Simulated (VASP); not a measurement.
Crystal: Si2W.

```
W Si
1.0
     4.61685    0.00000    0.00000
    -2.30843    3.99831    0.00000
     0.00000    0.00000    6.65322
W Si
3 6
Direct
  0.50000 0.00000 0.50000
  0.50000 0.50000 0.83333
  0.00000 0.50000 0.16667
  0.32725 0.16363 0.16667
  0.83637 0.16363 0.83333
  0.16363 0.32725 0.50000
  0.67275 0.83637 0.16667
  0.16363 0.83637 0.83333
  0.83637 0.67275 0.50000
```

Program: VASP 6.6.1. Alike in all runs: task single point; no spin polarisation; cell as given; cutoff (eV) 520; smearing fermi-dirac 0.05 eV.

Problem. Order these runs on this cell by their pressure, lowest first.
A. level PBEsol+D3(BJ); potentials or basis VASP PAW PBE potentials, release 64 (W_sv, Si); k mesh 7 × 7 × 4
B. level LDA; potentials or basis VASP PAW LDA potentials, release 64 (W_sv, Si); k mesh 7 × 7 × 4
C. level LDA+U; potentials or basis VASP PAW LDA potentials, release 64 (W_sv, Si); U W d U = 8.0 eV; k mesh 5 × 5 × 3
D. level LDA+U; potentials or basis VASP PAW LDA potentials, release 64 (W_sv, Si); U W d U = 6.0 eV; k mesh 5 × 5 × 3
E. level PBEsol; potentials or basis VASP PAW PBE potentials, release 64 (W_sv, Si); k mesh 7 × 7 × 4

Solution. A (-11.7 GPa), B (-8.6 GPa), E (-5.3 GPa), D (-3.2 GPa), C (-1.1 GPa).

Caveats: the PAW data sets were made with another functional, which shifts forces and pressure a little (some runs); the U is typed as a test and isn't derived for this compound (some runs); three body term missing (some runs).
